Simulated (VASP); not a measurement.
# InSe (R3m) in VASP: a series of runs, part 2 of 2

VASP 6.6.1. Earlier steps stand in the parts before.

## 3. Electric field gradients, PBE (zz strain of +2 %)

Input file INCAR:

```
ALGO = Normal ; EDIFF = 1E-8
ENCUT = 520 ; GGA = PE
ISIF = 2 ; ISMEAR = -1
LASPH = T ; LCHARG = F
LEFG = T ; LREAL = F
LWAVE = F ; NBANDS = 27
NELM = 80 ; PREC = Accurate
SIGMA = 0.01
```

Input file KPOINTS:

```
k-points
0
Gamma
  7 7 7
```

Input file POSCAR:

```
InSe
1.0
    1.9999996503      1.1547003365      8.4830034000
   -1.9999996503      1.1547003365      8.4830034000
    0.0000000000     -2.3094006730      8.4830034000
In Se
2 2
Direct
    0.0000000000      0.0000000000      0.0000000000
    0.1122000000      0.1122000000      0.1122000000
    0.6155000000      0.6155000000      0.6155000000
    0.8300000000      0.8300000000      0.8300000000
```

Potentials or basis: VASP PAW PBE potentials, release 64 (In_d, Se).

Started as:

```sh
$ cat potpaw_PBE.64/In_d/POTCAR potpaw_PBE.64/Se/POTCAR > POTCAR
$ mpirun -np 1 vasp_std > vasp.out
```

OUTCAR:

```text
EDIFF = 1E-8
   ENCUT = 520
   GGA = PE
   ISIF = 2
   ISMEAR = -1
   LASPH = T
   LREAL = F
   NELM = 80
   PREC = Accurate

 ion  position               nearest neighbor table
   1  0.000  0.000  0.000-   3 2.65   3 2.65   3 2.65   2 2.86
   2  0.112  0.112  0.112-   4 2.65   4 2.65   4 2.65   1 2.86
   3  0.615  0.615  0.615-   1 2.65   1 2.65   1 2.65
   4  0.830  0.830  0.830-   2 2.65   2 2.65   2 2.65

  LATTYP: Found a trigonal (rhomboedric) cell.
 ALAT       =     8.7917391995
 COS(alpha) =     0.8965000257

  Lattice vectors:

 A1 = (   1.9999996503,   1.1547003365,   8.4830034000)
 A2 = (  -1.9999996503,   1.1547003365,   8.4830034000)
 A3 = (   0.0000000000,  -2.3094006730,   8.4830034000)

Analysis of symmetry for initial positions (statically):
=====================================================================
 Subroutine PRICEL returns:
 Original cell was already a primitive cell.

 Routine SETGRP: Setting up the symmetry group for a
 trigonal (rhombohedral) supercell.

 Subroutine GETGRP returns: Found  6 space group operations
 (whereof  6 operations were pure point group operations)
 out of a pool of 12 trial point group operations.

The static configuration has the point symmetry C_3v.

Analysis of symmetry for dynamics (positions and initial velocities):
=====================================================================
 Subroutine PRICEL returns:
 Original cell was already a primitive cell.

 Routine SETGRP: Setting up the symmetry group for a
 trigonal (rhombohedral) supercell.

 Subroutine GETGRP returns: Found  6 space group operations
 (whereof  6 operations were pure point group operations)
 out of a pool of 12 trial point group operations.

The dynamic configuration has the point symmetry C_3v.

 Subroutine INISYM returns: Found  6 space group operations
 (whereof  6 operations are pure point group operations),
 and found     1 'primitive' translations

----------------------------------------------------------------------------------------

                                     Primitive cell

  volume of cell :     117.5439

  direct lattice vectors                    reciprocal lattice vectors
     1.999999650  1.154700336  8.483003400     0.250000044  0.144337593  0.039294259
    -1.999999650  1.154700336  8.483003400    -0.250000044  0.144337593  0.039294259
     0.000000000 -2.309400673  8.483003400     0.000000000 -0.288675185  0.039294259

  length of vectors
     8.791739200  8.791739200  8.791739200     0.291337264  0.291337264  0.291337264

  position of ions in fractional coordinates (direct lattice)
     0.000000000  0.000000000  0.000000000
     0.112200000  0.112200000  0.112200000
     0.615500000  0.615500000  0.615500000
     0.830000000  0.830000000  0.830000000

  ion indices of the primitive-cell ions
   primitive index   ion index
                 1           1
                 2           2
                 3           3
[... 85 lines left out ...]
   NUPDOWN=      -1.0000    fix difference up-down
   EMIN   =  10.00;   EMAX   =-10.00  energy-range for DOS
   EFERMI =   0.00;   METHOD = LEGACY
   ISMEAR =    -1;   SIGMA  =   0.01  broadening in eV -4-tet -1-fermi 0-gaus
   EFERMI_NEDOS =   21; number of points for ismear=-14 and -15
   IALGO  =     38    algorithm
   IMIX   =      4    mixing-type and parameters
     AMIX     =   0.40;   BMIX     =  1.00
     AMIX_MAG =   1.60;   BMIX_MAG =  1.00
  volume/ion in A,a.u.               =      29.39       198.31
  Fermi-wavevector in a.u.,A,eV,Ry     =   1.123577  2.123252 17.176325  1.262424
  Thomas-Fermi vector in A             =   2.260243
   LORBIT       =      0    0 simple, 1 ext, 2 COOP (PROOUT), +10 PAW based schemes
   GGA     = PE    functional components
   LHFCALC =     F    Hartree Fock is set to
   AEXX    =    0.0000 exact exchange contribution
   IVDW    =     0    specifies the selected vdW correction
   LEPSILON=     F    determine dielectric tensor
   LRPA    =     F    only Hartree local field effects (RPA)
 non-spin polarized calculation
  energy-cutoff  :      520.00
  volume of cell :      117.54
 maximum number of plane-waves:      3187
 NGX is ok and might be reduce to    70
   NGX = 33   NGY = 33   NGZ = 33

 number of electron      37.9999995 magnetization

 Free energy of the ion-electron system (eV)
  ---------------------------------------------------
  ext. energy  EPLUGINS =         0.00000000
  ---------------------------------------------------
  free energy    TOTEN  =       -14.14474125 eV

  energy without entropy =      -14.14474125  energy(sigma->0) =      -14.14474125

 E-fermi :   4.0720     XC(G=0):  -8.8988

 val. band max:        3.8599288313   @ k =  -0.4286   0.4286   0.4286
 cond. band min:       4.6150908784   @ k =   0.4286   0.4286   0.4286
 fundamental gap:      0.7551620470
 Fermi energy:         4.0720315053

 k-point     1 :       0.0000    0.0000    0.0000
  band No.  band energies     occupation
      1     -10.6793      2.00000
      2     -10.5309      2.00000
      3     -10.5309      2.00000
      4     -10.4678      2.00000
      5     -10.4678      2.00000
      6     -10.4426      2.00000
[... 709 lines left out ...]
     26      10.6898      0.00000
     27      11.0459      0.00000

 [... further k-points ...]

------------------------ aborting loop because EDIFF is reached ----------------------------------------

  FORCE on cell =-STRESS in cart. coord.  units (eV):
  Direction    XX          YY          ZZ          XY          YZ          ZX
  --------------------------------------------------------------------------------------
  -------------------------------------------------------------------------------------
  Total        1.8509799      1.8509799      0.4745222     -0.0000000      0.0000000      0.0000000
  in kB       25.2297054     25.2297054      6.4679555     -0.0000000      0.0000000      0.0000000
  external PRESSURE =      18.9757888 kB  Pullay stress =       0.0000000 kB

 VOLUME and BASIS-vectors are now :
 -----------------------------------------------------------------------------
  energy-cutoff  :      520.00
  volume of cell :      117.54
      direct lattice vectors                 reciprocal lattice vectors
     1.999999650  1.154700336  8.483003400     0.250000044  0.144337593  0.039294259
    -1.999999650  1.154700336  8.483003400    -0.250000044  0.144337593  0.039294259
     0.000000000 -2.309400673  8.483003400     0.000000000 -0.288675185  0.039294259

 POSITION                                       TOTAL-FORCE (eV/Angst)
 -----------------------------------------------------------------------------------
      0.00000      0.00000      0.00000         0.000000      0.000000      0.311088
      0.00000      0.00000      2.85538         0.000000     -0.000000     -0.307540
      0.00000      0.00000     15.66387         0.000000      0.000000     -0.028329
      0.00000      0.00000     21.12268         0.000000      0.000000      0.024781
 -----------------------------------------------------------------------------------
    total drift:                               -0.000000     -0.000000      0.000473

  FREE ENERGIE OF THE ION-ELECTRON SYSTEM (eV)
  ---------------------------------------------------
  free  energy   TOTEN  =       -14.1447412534 eV

  energy  without entropy=      -14.1447412534  energy(sigma->0) =      -14.14474125

 Electric field gradients (V/A^2)
---------------------------------------------------------------------
 ion       V_xx      V_yy      V_zz      V_xy      V_xz      V_yz
---------------------------------------------------------------------
   1      47.947    47.947   -95.895    -0.000     0.000    -0.000
   2      48.060    48.060   -96.120     0.000     0.000     0.000
   3      23.248    23.248   -46.495     0.000    -0.000    -0.000
   4      24.854    24.854   -49.709     0.000     0.000     0.000
---------------------------------------------------------------------

 Electric field gradients after diagonalization (V/A^2)
 (convention: |V_zz| > |V_xx| > |V_yy|)
----------------------------------------------------------------------
 ion       V_xx      V_yy      V_zz     asymmetry (V_yy - V_xx)/ V_zz
----------------------------------------------------------------------
   1      47.947    47.947   -95.895       0.000
   2      48.060    48.060   -96.120       0.000
   3      23.248    23.248   -46.495       0.000
   4      24.854    24.854   -49.709       0.000
----------------------------------------------------------------------

           NMR quadrupolar parameters

 Cq : quadrupolar parameter    Cq=e*Q*V_zz/h
 eta: asymmetry parameters     (V_yy - V_xx)/ V_zz
 Q  : nuclear electric quadrupole moment in mb (millibarn)
----------------------------------------------------------------------
 ion       Cq(MHz)       eta       Q (mb)
----------------------------------------------------------------------
   1      -0.232       0.000       1.000
   2      -0.232       0.000       1.000
   3      -0.112       0.000       1.000
   4      -0.120       0.000       1.000
----------------------------------------------------------------------
```

Wall time 9.1 min (1 thread of Intel Xeon Platinum 8488C (Sapphire Rapids), shared host); peak memory 0.71 GiB.

What came out:

```yaml
Free_energy: -14.1447 eV
Pressure: 1.9 GPa
Largest_force: 0.311 eV/Å
Band_gap_on_the_k_mesh: 0.76 eV (least direct gap 0.78 eV)
Largest_electric_field_gradient_by_atom: In -95.9, -96.1; Se -46.5, -49.7 V/Å²
```

Forces on the atoms (eV/Å):
```
In   0.000  0.000  0.311
In   0.000  0.000 -0.308
Se   0.000  0.000 -0.028
Se   0.000  0.000  0.025
```

Stress tensor (GPa, compression positive):
```
2.52 0.00 0.00
0.00 2.52 0.00
0.00 0.00 0.65
```

Levels at points of the mesh, in eV from the valence-band top:
| k point | band 16 | band 17 | band 18 | band 19 | band 20 | band 21 | band 22 | band 23 |
| --- | --- | --- | --- | --- | --- | --- | --- | --- |
| (0.00, 0.00, 0.00) | -1.07 | -1.07 | -0.95 | -0.95 | 1.95 | 2.31 | 4.65 | 4.65 |

Electric field gradients, principal values (V/Å²):
| atom | least | middle | greatest (by size) |
| --- | --- | --- | --- |
| 1 In | 47.947 | 47.947 | -95.895 |
| 2 In | 48.060 | 48.060 | -96.120 |
| 3 Se | 23.248 | 23.248 | -46.495 |
| 4 Se | 24.854 | 24.854 | -49.709 |

Caveat: the cell differs from its parent crystal (zz strain of +2 %); without QUAD_EFG the Cq values of the log hold for a quadrupole moment of 1 mb, not for the nuclei; spin-orbit coupling is left out, which moves the levels of the heavy elements; an odd mesh through Γ misses points on the zone boundary, where band edges can lie.

## 4. Electric field gradients, PBE (zz strain of +2 %)

Input file INCAR:

```
SYSTEM = InSe
PREC = Accurate
ENCUT = 520
EDIFF = 1E-8
ISMEAR = -1
SIGMA = 0.01
LREAL = .FALSE.
LASPH = .TRUE.
NELM = 100
ALGO = Normal
ISIF = 2
LWAVE = .FALSE.
LCHARG = .FALSE.
GGA = PE
LEFG = .TRUE.
NBANDS = 27
```

Input file KPOINTS:

```
regular mesh
0
G
  7 7 7
  0 0 0
```

POSCAR is that of step 3.

Potentials or basis: VASP PAW PBE potentials, release 64 (In_d, Se).

Started as:

```sh
$ cat potpaw_PBE.64/In_d/POTCAR potpaw_PBE.64/Se/POTCAR > POTCAR
$ mpirun -np 1 vasp_std > vasp.out
```

OUTCAR:

```text
SYSTEM = InSe
   PREC = Accurate
   ENCUT = 520
   EDIFF = 1E-8
   ISMEAR = -1
   LREAL = .FALSE.
   LASPH = .TRUE.
   NELM = 100
   ISIF = 2
   GGA = PE

 ion  position               nearest neighbor table
   1  0.000  0.000  0.000-   3 2.65   3 2.65   3 2.65   2 2.86
   2  0.112  0.112  0.112-   4 2.65   4 2.65   4 2.65   1 2.86
   3  0.615  0.615  0.615-   1 2.65   1 2.65   1 2.65
   4  0.830  0.830  0.830-   2 2.65   2 2.65   2 2.65

  LATTYP: Found a trigonal (rhomboedric) cell.
 ALAT       =     8.7917391995
 COS(alpha) =     0.8965000257

  Lattice vectors:
[... 948 lines left out ...]
 ion       V_xx      V_yy      V_zz      V_xy      V_xz      V_yz
---------------------------------------------------------------------
   1      47.947    47.947   -95.895    -0.000     0.000    -0.000
   2      48.060    48.060   -96.120     0.000     0.000     0.000
   3      23.248    23.248   -46.495     0.000    -0.000    -0.000
   4      24.854    24.854   -49.709     0.000     0.000     0.000
---------------------------------------------------------------------

 Electric field gradients after diagonalization (V/A^2)
 (convention: |V_zz| > |V_xx| > |V_yy|)
----------------------------------------------------------------------
 ion       V_xx      V_yy      V_zz     asymmetry (V_yy - V_xx)/ V_zz
----------------------------------------------------------------------
   1      47.947    47.947   -95.895       0.000
   2      48.060    48.060   -96.120       0.000
   3      23.248    23.248   -46.495       0.000
   4      24.854    24.854   -49.709       0.000
----------------------------------------------------------------------

           NMR quadrupolar parameters

 Cq : quadrupolar parameter    Cq=e*Q*V_zz/h
 eta: asymmetry parameters     (V_yy - V_xx)/ V_zz
 Q  : nuclear electric quadrupole moment in mb (millibarn)
----------------------------------------------------------------------
 ion       Cq(MHz)       eta       Q (mb)
----------------------------------------------------------------------
   1      -0.232       0.000       1.000
   2      -0.232       0.000       1.000
   3      -0.112       0.000       1.000
   4      -0.120       0.000       1.000
----------------------------------------------------------------------
```

Run time: 8.2 min. Hardware: 1 thread of Intel Xeon Platinum 8488C (Sapphire Rapids), shared host; peak memory 0.71 GiB.

What came out:

| Item | Value |
| --- | --- |
| Free energy | -14.1447 eV |
| Pressure | 1.9 GPa |
| Largest force | 0.311 eV/Å |
| Band gap on the k mesh | 0.76 eV (least direct gap 0.78 eV) |
| Largest electric field gradient by atom | In -95.9, -96.1; Se -46.5, -49.7 V/Å² |

Forces in eV/Å, atoms in the order of the input:
```
In   0.000  0.000  0.311
In   0.000  0.000 -0.308
Se   0.000  0.000 -0.028
Se   0.000  0.000  0.025
```

Electric field gradients, principal values (V/Å²):
| atom | least | middle | greatest (by size) |
| --- | --- | --- | --- |
| 1 In | 47.947 | 47.947 | -95.895 |
| 2 In | 48.060 | 48.060 | -96.120 |
| 3 Se | 23.248 | 23.248 | -46.495 |
| 4 Se | 24.854 | 24.854 | -49.709 |

Caveat: the cell differs from its parent crystal (zz strain of +2 %); without QUAD_EFG the Cq values of the log hold for a quadrupole moment of 1 mb, not for the nuclei; spin-orbit coupling is left out, which moves the levels of the heavy elements; an odd mesh through Γ misses points on the zone boundary, where band edges can lie.
